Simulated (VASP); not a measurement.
The system is Co.

```
CELL_PARAMETERS angstrom
2.50740 0.00000 0.00000
-1.25370 2.17147 0.00000
0.00000 0.00000 4.06990
ATOMIC_POSITIONS crystal
Co 0.33333 0.66667 0.25000
Co 0.66667 0.33333 0.75000
```

* Program: VASP 6.6.1
* Task: relaxation of cell and atoms
* Functional: PBE
* Potentials or basis: VASP PAW PBE potentials, release 64 (Co)
* Cutoff: 600 eV
* k mesh: 18 × 18 × 10
* Occupations: gaussian, width 0.1 eV
* Spin: collinear spin, ferromagnetic start
* Starting moments: [1.93, 1.93] μB

At the start: pressure -5.0 GPa; volume 11.08 Å³/atom.

Problem. Where does the relaxation end?

Solution. Over 5 steps the energy falls by 4.4 meV/atom and the volume is 10.80 Å³/atom (-2.5 %); space group P6_3/mmc (No. 194, to 0.1 Å) before and after; moment 3.18 μB per cell.

Step by step:
```csv
step,energy change (eV),largest force (eV/Å),pressure (GPa),volume (Å³)
1,0.0000,0.0000,-5.04,22.16
2,0.0014,0.0000,6.04,21.06
3,-0.0088,0.0000,0.01,21.62
4,-0.0088,0.0000,0.12,21.61
5,-0.0089,0.0000,0.10,21.61
```

Final structure:
```cif
data_structure
_symmetry_space_group_name_H-M 'P 1'
_symmetry_Int_Tables_number 1
_cell_length_a 2.4891
_cell_length_b 2.4891
_cell_length_c 4.0273
_cell_angle_alpha 90.000
_cell_angle_beta 90.000
_cell_angle_gamma 120.000
_cell_volume 21.61
loop_
_atom_site_label
_atom_site_type_symbol
_atom_site_fract_x
_atom_site_fract_y
_atom_site_fract_z
_atom_site_occupancy
Co1 Co 0.33333 0.66667 0.25000 1
Co2 Co 0.66667 0.33333 0.75000 1
```
